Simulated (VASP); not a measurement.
## BiO5: relaxation of cell and atoms with PBE

Crystal: BiO5.

```
CELL_PARAMETERS angstrom
0.00000 3.16159 3.16159
3.16159 0.00000 3.16159
3.16159 3.16159 0.00000
ATOMIC_POSITIONS crystal
Bi 0.50000 0.50000 0.50000
O 0.11799 0.11799 0.64602
O 0.11799 0.64602 0.11799
O 0.75000 0.75000 0.75000
O 0.11799 0.11799 0.11799
O 0.64602 0.11799 0.11799
```

```json
{"Program": "VASP 6.6.1", "Task": "relaxation of cell and atoms", "Functional": "PBE", "Potentials or basis": "VASP PAW PBE potentials, release 64 (Bi_d, O)", "Cutoff": "600 eV", "k mesh": "6 × 6 × 6", "Occupations": "gaussian, width 0.1 eV", "Spin": "no spin polarisation", "Dipole correction": "no", "Further INCAR settings": "ALGO = Normal; EDIFF = 1e-07; IBRION = 2; EDIFFG = -0.04; NSW = 90; ISIF = 3"}
```

| Quantity | Value |
| --- | --- |
| Relaxed volume | 10.46 Å³/atom |
| Relaxed cell | a = 4.461 Å, b = 4.461 Å, c = 4.461 Å, α = 60.00°, β = 60.00°, γ = 60.00° |
| Space group after relaxing (to 0.05 Å) | F-43m (No. 216) |
| Energy gained by relaxing | 3.2 meV/atom |
| Ionic steps | 5 |
| Pressure after relaxing | -0.1 GPa |
| Largest force after relaxing | 0.005 eV/Å |

Forces in eV/Å, atoms in the order of the input:
```
Bi   0.000  0.000  0.000
O   -0.003 -0.003  0.003
O   -0.003  0.003 -0.003
O    0.000  0.000  0.000
O    0.003  0.003  0.003
O    0.003 -0.003 -0.003
```

Step by step:
```csv
step,energy change (eV),largest force (eV/Å),pressure (GPa),volume (Å³)
1,0.0000,0.2042,-0.75,63.20
2,-0.0081,0.1595,0.11,62.75
3,-0.0123,0.0976,1.43,62.11
4,-0.0173,0.0494,0.69,62.42
5,-0.0192,0.0051,-0.06,62.76
```

Final structure:
```xyz
6
Lattice="0.0000 3.1542 3.1542 3.1542 0.0000 3.1542 3.1542 3.1542 0.0000" Properties=species:S:1:pos:R:3 pbc="T T T"
Bi    3.1542    3.1542    3.1542
O     2.3837    2.3837    0.7706
O     2.3837    0.7706    2.3837
O     4.7314    4.7314    4.7314
O     0.7706    0.7706    0.7706
O     0.7706    2.3837    2.3837
```

Levels at points of the mesh, in eV from the Fermi level:
```csv
k point,band 19,band 20,band 21,band 22,band 23,band 24,band 25,band 26
"(0.00, 0.00, 0.00)",-1.25,-1.25,0.31,0.31,0.31,1.06,1.06,1.06
"(0.50, 0.00, 0.00)",-1.80,-1.44,-0.50,-0.04,-0.04,0.34,1.12,1.12
"(0.50, 0.50, 0.00)",-1.65,-1.52,-0.90,-0.29,0.00,0.00,0.92,0.92
```

Wall time 63 s on 1 thread of Intel(R) Xeon(R) 6975P-C (Granite Rapids), with other jobs on the host, peak memory 0.22 GiB.

Caveat: spin-orbit coupling is left out, which moves the levels of the heavy elements; an odd number of electrons without spin polarisation forces a metal; a magnetic or distorted state may lie lower.
